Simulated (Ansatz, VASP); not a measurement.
**Hg in VASP and in Ansatz**

```
CELL_PARAMETERS angstrom
5.46670 0.00000 0.00000
-2.73335 4.73430 0.00000
0.00000 0.00000 3.18522
ATOMIC_POSITIONS crystal
Hg 0.33333 0.66667 0.50000
Hg 0.66667 0.33333 0.50000
Hg 0.00000 0.00000 0.00000
```

Alike in both runs: task single point; functional r2SCAN; dispersion D4; k mesh 6 × 6 × 9; occupations gaussian, width 0.1 eV; no spin polarisation.

|  | VASP | Ansatz |
| --- | --- | --- |
| version | VASP 6.6.1 | Ansatz 0.2.0 |
| potentials or method | VASP PAW PBE potentials, release 64 (Hg) | plane waves, PAW |
| plane-wave cutoff (eV) | 520 | 500 |
| valence electrons in the cell | 36 | 60 |

VASP gave:

| Quantity | Value |
| --- | --- |
| pressure (GPa) | -0.9 |
| traceless stress, the component that is largest in VASP (GPa) | -0.03 |

Which values does Ansatz return?

Pressure (GPa): -1.1; traceless stress, the component that is largest in VASP (GPa): -0.08.

VASP's potentials were made for PBE, not for r2SCAN. VASP's potentials hold 36 valence electrons a cell and Ansatz's 60, so a difference there can come from the potentials and not from the codes.

Spin-orbit coupling is off throughout.
